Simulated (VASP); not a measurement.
The system is WC (Qusongite).

```
CELL_PARAMETERS angstrom
2.90650 0.00000 0.00000
-1.45325 2.51710 0.00000
0.00000 0.00000 2.83660
ATOMIC_POSITIONS crystal
W 0.00000 0.00000 0.00000
C 0.66667 0.33333 0.50000
```

```yaml
Program: VASP 6.6.1
Task: relaxation of cell and atoms
Functional: PBE
Potentials_or_basis: VASP PAW PBE potentials, release 64 (W_sv, C)
Cutoff: 600 eV
k_mesh: 18 × 18 × 14
Occupations: gaussian, width 0.1 eV
Spin: no spin polarisation
```

At the start: pressure 6.6 GPa; volume 10.38 Å³/atom.

**Question.** How do energy, volume and symmetry change on relaxing?

**Answer.** Over 6 steps the energy falls by 3.6 meV/atom and the volume is 10.55 Å³/atom (+1.7 %); space group P-6m2 (No. 187, to 0.05 Å).

Step by step:
```tsv
step	energy change (eV)	largest force (eV/Å)	pressure (GPa)	volume (Å³)
1	0.0000	0.0000	6.62	20.75
2	0.0425	0.0000	-15.72	22.07
3	-0.0070	0.0000	-0.10	21.10
4	-0.0070	0.0000	0.01	21.10
5	-0.0070	0.0000	0.05	21.10
6	-0.0071	0.0000	0.05	21.10
```

Final structure:
```xyz
2
Lattice="2.9239 0.0000 0.0000 -1.4620 2.5322 0.0000 0.0000 0.0000 2.8498" Properties=species:S:1:pos:R:3 pbc="T T T"
W     0.0000    0.0000    0.0000
C     1.4620    0.8441    1.4249
```
